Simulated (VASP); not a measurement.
# Li3Mg (Fm-3m) in VASP: notebook

Runs on Li3Mg. Level: LDA. Tasks: single point, relaxation of cell and atoms.

Everything below comes from runs of VASP 6.6.1. Logs are shortened: lines on timing, memory, paths and dates and some standing lists are left out, and cuts for length are marked.

**1. The cell of the first run**

Symmetry: Fm-3m, No. 225, cubic system. Conventional cell: a = 6.708 Å, b = 6.708 Å, c = 6.708 Å, α = 90.00°, β = 90.00°, γ = 90.00°. Li (site symmetry -43m) has 10 Li at 2.90 to 3.35 Å and 4 Mg at 2.90 Å within 3.8 Å. Li (site symmetry m-3m) has 8 Li at 2.90 Å and 6 Mg at 3.35 Å within 3.8 Å. Within 3.8 Å of Mg (site symmetry m-3m) lie 14 Li at 2.90 to 3.35 Å.

**2. Single point, LDA**

File INCAR:

```
  PREC = Accurate
  ENCUT = 520
  EDIFF = 1E-6
  ISMEAR = -1
  SIGMA = 0.02
  LREAL = F
  LASPH = T
  NELM = 80
  ALGO = Normal
  ISIF = 2
  LWAVE = F
  LCHARG = F
  NBANDS = 14
```

File KPOINTS:

```
regular mesh
0
Gamma
  6 6 6
```

File POSCAR:

```
Li3Mg
1.0
    0.0000000000      3.3541521643      3.3541521643
    3.3541521643      0.0000000000      3.3541521643
    3.3541521643      3.3541521643      0.0000000000
Li Mg
3 1
Direct
    0.2500000000      0.2500000000      0.2500000000
    0.5000000000      0.5000000000      0.5000000000
    0.7500000000      0.7500000000      0.7500000000
    0.0000000000      0.0000000000      0.0000000000
```

Potentials or basis: VASP PAW LDA potentials, release 64 (Li_sv, Mg).

Command:

```console
cat potpaw_LDA.64/Li_sv/POTCAR potpaw_LDA.64/Mg/POTCAR > POTCAR
mpirun -np 1 vasp_std > vasp.out
```

OUTCAR:

```text
PREC = Accurate
   ENCUT = 520
   EDIFF = 1E-6
   ISMEAR = -1
   LREAL = F
   LASPH = T
   NELM = 80
   ISIF = 2

 ion  position               nearest neighbor table
   1  0.250  0.250  0.250-   4 2.90   4 2.90   4 2.90   4 2.90
   2  0.500  0.500  0.500-
   3  0.750  0.750  0.750-   4 2.90   4 2.90   4 2.90   4 2.90
   4  0.000  0.000  0.000-   3 2.90   3 2.90   1 2.90   1 2.90   3 2.90   1 2.90   3 2.90   1 2.90

  LATTYP: Found a face centered cubic cell.
 ALAT       =     6.7083043286

  Lattice vectors:

 A1 = (   0.0000000000,   3.3541521643,   3.3541521643)
 A2 = (   3.3541521643,   0.0000000000,   3.3541521643)
 A3 = (   3.3541521643,   3.3541521643,   0.0000000000)

Analysis of symmetry for initial positions (statically):
=====================================================================
 Subroutine PRICEL returns:
 Original cell was already a primitive cell.

 Routine SETGRP: Setting up the symmetry group for a
 face centered cubic supercell.

 Subroutine GETGRP returns: Found 48 space group operations
 (whereof 48 operations were pure point group operations)
 out of a pool of 48 trial point group operations.

The static configuration has the point symmetry O_h .

Analysis of symmetry for dynamics (positions and initial velocities):
=====================================================================
 Subroutine PRICEL returns:
 Original cell was already a primitive cell.

 Routine SETGRP: Setting up the symmetry group for a
 face centered cubic supercell.

 Subroutine GETGRP returns: Found 48 space group operations
 (whereof 48 operations were pure point group operations)
 out of a pool of 48 trial point group operations.

The dynamic configuration has the point symmetry O_h .

 Subroutine INISYM returns: Found 48 space group operations
 (whereof 48 operations are pure point group operations),
 and found     1 'primitive' translations

----------------------------------------------------------------------------------------

                                     Primitive cell

  volume of cell :      75.4707

  direct lattice vectors                    reciprocal lattice vectors
     0.000000000  3.354152164  3.354152164    -0.149068968  0.149068968  0.149068968
     3.354152164  0.000000000  3.354152164     0.149068968 -0.149068968  0.149068968
     3.354152164  3.354152164  0.000000000     0.149068968  0.149068968 -0.149068968

  length of vectors
     4.743487481  4.743487481  4.743487481     0.258195026  0.258195026  0.258195026

  position of ions in fractional coordinates (direct lattice)
     0.250000000  0.250000000  0.250000000
     0.500000000  0.500000000  0.500000000
     0.750000000  0.750000000  0.750000000
     0.000000000  0.000000000  0.000000000

  ion indices of the primitive-cell ions
   primitive index   ion index
                 1           1
                 2           2
                 3           3
                 4           4

----------------------------------------------------------------------------------------

 KPOINTS: regular mesh

Automatic generation of k-mesh.
 Grid dimensions read from file:
 generate k-points for:    6    6    6

 Generating k-lattice:

  Cartesian coordinates                     Fractional coordinates (reciprocal lattice)
    -0.024844828  0.024844828  0.024844828     0.166666667  0.000000000  0.000000000
     0.024844828 -0.024844828  0.024844828     0.000000000  0.166666667  0.000000000
     0.024844828  0.024844828 -0.024844828     0.000000000  0.000000000  0.166666667

  Length of vectors
     0.043032504  0.043032504  0.043032504

  Shift w.r.t. Gamma in fractional coordinates (k-lattice)
     0.000000000  0.000000000  0.000000000

 Subroutine IBZKPT returns following result:
 ===========================================

 Found     16 irreducible k-points:

 Following reciprocal coordinates:
            Coordinates               Weight
  0.000000  0.000000  0.000000      1.000000
  0.166667  0.000000  0.000000      8.000000
  0.333333  0.000000  0.000000      8.000000
  0.500000  0.000000  0.000000      4.000000
  0.166667  0.166667  0.000000      6.000000
  0.333333  0.166667  0.000000     24.000000
[... 8 lines left out ...]
 -0.333333  0.333333  0.166667     24.000000
 -0.333333  0.500000  0.166667     12.000000
   k-points           NKPTS =     16   k-points in BZ     NKDIM =     16   number of bands    NBANDS=     14
   number of dos      NEDOS =    301   number of ions     NIONS =      4
   total plane-waves  NPLWV =  46656
   dimension x,y,z NGX =    36 NGY =   36 NGZ =   36
   dimension x,y,z NGXF=    72 NGYF=   72 NGZF=   72
   ions per type =               3   1
   NGX,Y,Z   is equivalent  to a cutoff of  12.62, 12.62, 12.62 a.u.
   NGXF,Y,Z  is equivalent  to a cutoff of  25.23, 25.23, 25.23 a.u.
 SYSTEM =  unknown system
   PREC   = accura    normal or accurate (medium, high low for compatibility)
   ISTART =      0    job   : 0-new  1-cont  2-samecut
   ICHARG =      2    charge: 1-file 2-atom 10-const
   ISPIN  =      1    spin polarized calculation?
   LNONCOLLINEAR =      F non collinear calculations
   LSORBIT =      F    spin-orbit coupling
   LASPH  =      T    aspherical Exc in radial PAW
   ENCUT  =  520.0 eV  38.22 Ry    6.18 a.u.   8.82  8.82  8.82*2*pi/ulx,y,z
   NELM   =     80;   NELMIN=  2; NELMDL= -5     # of ELM steps
   EDIFF  = 0.1E-05   stopping-criterion for ELM
   LREAL  =      F    real-space projection
   EDIFFG = 0.1E-04   stopping-criterion for IOM
   NSW    =      0    number of steps for IOM
   IBRION =     -1    ionic relax: 0-MD 1-quasi-New 2-CG
   NFREE  =      0    steps in history (QN), initial steepest desc. (CG)
   ISIF   =      2    stress and relaxation
   ISYM   =      2    0-nonsym 1-usesym 2-fastsym
   POTIM  = 0.5000    time-step for ionic-motion
   TEBEG  =    0.0;   TEEND  =   0.0 temperature during run
   PSTRESS=    0.0 pullay stress
   NELECT =      11.0000    total number of electrons
   NUPDOWN=      -1.0000    fix difference up-down
   EMIN   =  10.00;   EMAX   =-10.00  energy-range for DOS
   EFERMI =   0.00;   METHOD = LEGACY
   ISMEAR =    -1;   SIGMA  =   0.02  broadening in eV -4-tet -1-fermi 0-gaus
   EFERMI_NEDOS =   21; number of points for ismear=-14 and -15
   IALGO  =     38    algorithm
   IMIX   =      4    mixing-type and parameters
     AMIX     =   0.40;   BMIX     =  1.00
     AMIX_MAG =   1.60;   BMIX_MAG =  1.00
  volume/ion in A,a.u.               =      18.87       127.33
  Fermi-wavevector in a.u.,A,eV,Ry     =   0.861548  1.628090 10.099135  0.742265
  Thomas-Fermi vector in A             =   1.979218
   LORBIT       =      0    0 simple, 1 ext, 2 COOP (PROOUT), +10 PAW based schemes
   GGA     = CA    functional components
   LHFCALC =     F    Hartree Fock is set to
   AEXX    =    0.0000 exact exchange contribution
   IVDW    =     0    specifies the selected vdW correction
   LEPSILON=     F    determine dielectric tensor
   LRPA    =     F    only Hartree local field effects (RPA)
 non-spin polarized calculation
  energy-cutoff  :      520.00
  volume of cell :       75.47
 maximum number of plane-waves:      2085
   NGX = 17   NGY = 17   NGZ = 17

 number of electron      11.0000030 magnetization

 Free energy of the ion-electron system (eV)
  ---------------------------------------------------
  ext. energy  EPLUGINS =         0.00000000
  ---------------------------------------------------
  free energy    TOTEN  =        -8.13808563 eV

  energy without entropy =       -8.13632725  energy(sigma->0) =       -8.13720644

 E-fermi :   1.4101     XC(G=0):  -7.8839

 val. band max:        1.2449012886   @ k =  -0.3333   0.3333   0.1667
 cond. band min:       1.4497582239   @ k =   0.5000   0.3333   0.0000
 fundamental gap:      0.2048569353
 Fermi energy:         1.4101166338

 k-point     1 :       0.0000    0.0000    0.0000
  band No.  band energies     occupation
      1     -43.9716      2.00000
      2     -43.9150      2.00000
      3     -43.9137      2.00000
      4      -3.3850      2.00000
      5       4.2673      0.00000
      6       4.2673      0.00000
      7       4.2673      0.00000
      8       4.5081      0.00000
      9       4.5081      0.00000
     10       4.5081      0.00000
     11       6.8642      0.00000
     12       6.8642      0.00000
     13       6.8642      0.00000
     14       8.2332      0.00000

 k-point     2 :       0.1667    0.0000    0.0000
  band No.  band energies     occupation
      1     -43.9704      2.00000
      2     -43.9155      2.00000
      3     -43.9140      2.00000
      4      -3.1690      2.00000
      5       2.2263      0.00000
      6       3.5811      0.00000
      7       3.5811      0.00000
      8       5.5890      0.00000
      9       5.5890      0.00000
     10       5.7741      0.00000
     11       5.7741      0.00000
     12       5.9735      0.00000
     13       6.9637      0.00000
     14       9.0720      0.00000

 k-point     3 :       0.3333    0.0000    0.0000
  band No.  band energies     occupation
      1     -43.9682      2.00000
      2     -43.9166      2.00000
      3     -43.9150      2.00000
      4      -2.5397      2.00000
      5       0.3267      2.00000
      6       3.3148      0.00000
      7       3.3148      0.00000
      8       4.3604      0.00000
      9       4.3604      0.00000
     10       6.1406      0.00000
     11       7.5036      0.00000
     12       7.5677      0.00000
     13       7.5677      0.00000
     14      10.4262      0.00000

 k-point     4 :       0.5000    0.0000    0.0000
  band No.  band energies     occupation
      1     -43.9671      2.00000
      2     -43.9172      2.00000
      3     -43.9157      2.00000
      4      -1.8405      2.00000
      5      -0.8061      2.00000
      6       3.5595      0.00000
      7       3.5595      0.00000
      8       3.5933      0.00000
      9       3.5933      0.00000
     10       6.1124      0.00000
     11       7.7129      0.00000
     12       9.5285      0.00000
     13       9.5285      0.00000
     14      10.4135      0.00000

 k-point     5 :       0.1667    0.1667    0.0000
  band No.  band energies     occupation
      1     -43.9700      2.00000
      2     -43.9157      2.00000
      3     -43.9141      2.00000
      4      -3.0961      2.00000
      5       2.6066      0.00000
      6       2.6066      0.00000
      7       3.9320      0.00000
      8       4.2738      0.00000
      9       4.4468      0.00000
     10       6.8250      0.00000
     11       6.8250      0.00000
[... 140 lines left out ...]
 k-point    14 :       0.5000    0.3333    0.1667
  band No.  band energies     occupation
      1     -43.9667      2.00000
      2     -43.9172      2.00000
      3     -43.9159      2.00000
      4      -1.9769      2.00000
      5       0.6468      2.00000
      6       0.9838      2.00000
      7       1.8297      0.00000
      8       4.9921      0.00000
      9       5.3211      0.00000
     10       6.0205      0.00000
     11       8.5021      0.00000
     12       9.1063      0.00000
     13       9.3909      0.00000
     14       9.8126      0.00000

 k-point    15 :      -0.3333    0.3333    0.1667
  band No.  band energies     occupation
      1     -43.9659      2.00000
      2     -43.9171      2.00000
      3     -43.9168      2.00000
      4      -1.2931      2.00000
      5      -0.2904      2.00000
      6       0.9829      2.00000
      7       1.2449      1.99948
      8       5.1521      0.00000
      9       5.6259      0.00000
     10       7.1766      0.00000
     11       7.4600      0.00000
     12       8.8531      0.00000
     13       9.4690      0.00000
     14      10.6022      0.00000

 k-point    16 :      -0.3333    0.5000    0.1667
  band No.  band energies     occupation
      1     -43.9656      2.00000
      2     -43.9177      2.00000
      3     -43.9165      2.00000
      4      -1.0066      2.00000
      5       0.0543      2.00000
      6       0.5542      2.00000
      7       0.6866      2.00000
      8       4.8225      0.00000
      9       5.3465      0.00000
     10       7.5990      0.00000
     11       7.6385      0.00000
     12       9.8054      0.00000
     13      10.6288      0.00000
     14      11.0087      0.00000

------------------------ aborting loop because EDIFF is reached ----------------------------------------

  FORCE on cell =-STRESS in cart. coord.  units (eV):
  Direction    XX          YY          ZZ          XY          YZ          ZX
  --------------------------------------------------------------------------------------
  -------------------------------------------------------------------------------------
  Total       -0.0608600     -0.0608600     -0.0608600      0.0000000      0.0000000      0.0000000
  in kB       -1.2920052     -1.2920052     -1.2920052      0.0000000      0.0000000      0.0000000
  external PRESSURE =      -1.2920052 kB  Pullay stress =       0.0000000 kB

 VOLUME and BASIS-vectors are now :
 -----------------------------------------------------------------------------
  energy-cutoff  :      520.00
  volume of cell :       75.47
      direct lattice vectors                 reciprocal lattice vectors
     0.000000000  3.354152164  3.354152164    -0.149068968  0.149068968  0.149068968
     3.354152164  0.000000000  3.354152164     0.149068968 -0.149068968  0.149068968
     3.354152164  3.354152164  0.000000000     0.149068968  0.149068968 -0.149068968

 POSITION                                       TOTAL-FORCE (eV/Angst)
 -----------------------------------------------------------------------------------
      1.67708      1.67708      1.67708        -0.000000     -0.000000      0.000000
      3.35415      3.35415      3.35415         0.000000      0.000000      0.000000
      5.03123      5.03123      5.03123        -0.000000     -0.000000     -0.000000
      0.00000      0.00000      0.00000         0.000000      0.000000      0.000000
 -----------------------------------------------------------------------------------
    total drift:                                0.000000      0.000000      0.000000

  FREE ENERGIE OF THE ION-ELECTRON SYSTEM (eV)
  ---------------------------------------------------
  free  energy   TOTEN  =        -8.1380856285 eV

  energy  without entropy=       -8.1363272486  energy(sigma->0) =       -8.13720644
```

Run time: 28 s. Hardware: 1 thread of AMD EPYC 7R13, shared host; peak memory 0.14 GiB.

What came out:

```
Free energy            : -8.1381 eV
Band gap on the k mesh : zero (an odd number of electrons rules out a gap without spin polarisation)
```

Caveat: the cutoff is under 1.25 times the usual one of these potentials, so pressure, stress and relaxed cells hold a basis-set (Pulay) error.

**3. Relaxation of cell and atoms, LDA**

This run uses another cell than the first one, of 20.16 Å³/atom.

File INCAR:

```
ALGO = Normal ; EDIFF = 1E-6
EDIFFG = -0.01 ; ENCUT = 600
IBRION = 2 ; ISIF = 3
ISMEAR = -1 ; LASPH = T
LCHARG = F ; LREAL = F
LWAVE = F ; NELM = 80
NSW = 80 ; PREC = Accurate
SIGMA = 0.02
```

File KPOINTS:

```
k-points
0
Gamma
  6 6 6
```

File POSCAR:

```
Li3Mg
1.0
    0.0000000000      3.4288777400      3.4288777400
    3.4288777400      0.0000000000      3.4288777400
    3.4288777400      3.4288777400      0.0000000000
Li Mg
3 1
Direct
    0.2500000000      0.2500000000      0.2500000000
    0.5000000000      0.5000000000      0.5000000000
    0.7500000000      0.7500000000      0.7500000000
    0.0000000000      0.0000000000      0.0000000000
```

Potentials or basis: VASP PAW LDA potentials, release 64 (Li_sv, Mg).

Command:

```console
cat potpaw_LDA.64/Li_sv/POTCAR potpaw_LDA.64/Mg/POTCAR > POTCAR
mpirun -np 1 vasp_std > vasp.out
```

Wall time 77 s (1 thread of AMD EPYC 7R13, shared host); peak memory 0.17 GiB.

The run converged. Its results:

```
Free energy                           : -8.1418 eV
Relaxed volume                        : 18.69 Å³/atom
Relaxed cell                          : a = 4.729 Å, b = 4.729 Å, c = 4.729 Å, α = 60.00°, β = 60.00°, γ = 60.00°
Space group after relaxing (to 0.1 Å) : Fm-3m (No. 225)
Energy gained by relaxing             : 6.6 meV/atom
Ionic steps                           : 4
Pressure after relaxing               : 0.0 GPa
Band gap on the k mesh                : zero (an odd number of electrons rules out a gap without spin polarisation)
```

The path:
| step | energy change (eV) | largest force (eV/Å) | pressure (GPa) | volume (Å³) |
| --- | --- | --- | --- | --- |
| 1 | 0.0000 | 0.0000 | -1.37 | 80.63 |
| 2 | -0.0145 | 0.0000 | -0.96 | 78.64 |
| 3 | -0.0263 | 0.0000 | -0.13 | 75.26 |
| 4 | -0.0265 | 0.0000 | 0.00 | 74.78 |

Final structure:
```cif
data_structure
_symmetry_space_group_name_H-M 'P 1'
_symmetry_Int_Tables_number 1
_cell_length_a 4.7289
_cell_length_b 4.7289
_cell_length_c 4.7289
_cell_angle_alpha 60.000
_cell_angle_beta 60.000
_cell_angle_gamma 60.000
_cell_volume 74.78
loop_
_atom_site_label
_atom_site_type_symbol
_atom_site_fract_x
_atom_site_fract_y
_atom_site_fract_z
_atom_site_occupancy
Li1 Li 0.25000 0.25000 0.25000 1
Li2 Li 0.50000 0.50000 0.50000 1
Li3 Li 0.75000 0.75000 0.75000 1
Mg1 Mg 0.00000 0.00000 0.00000 1
```

Levels at points of the mesh, in eV from the Fermi level:
```
           k point  band 3  band 4  band 5  band 6  band 7  band 8
(0.00, 0.00, 0.00)  -45.30   -4.81    2.87    2.87    2.87    3.12
(0.50, 0.00, 0.00)  -45.30   -3.26   -2.22    2.17    2.17    2.19
(0.50, 0.50, 0.00)  -45.30   -2.58   -1.60   -0.23   -0.23    2.08
```

Caveat: the cutoff is under 1.25 times the usual one of these potentials, so pressure, stress and relaxed cells hold a basis-set (Pulay) error.

The gap in the log of VASP goes by the Fermi energy; the results here count the filled bands.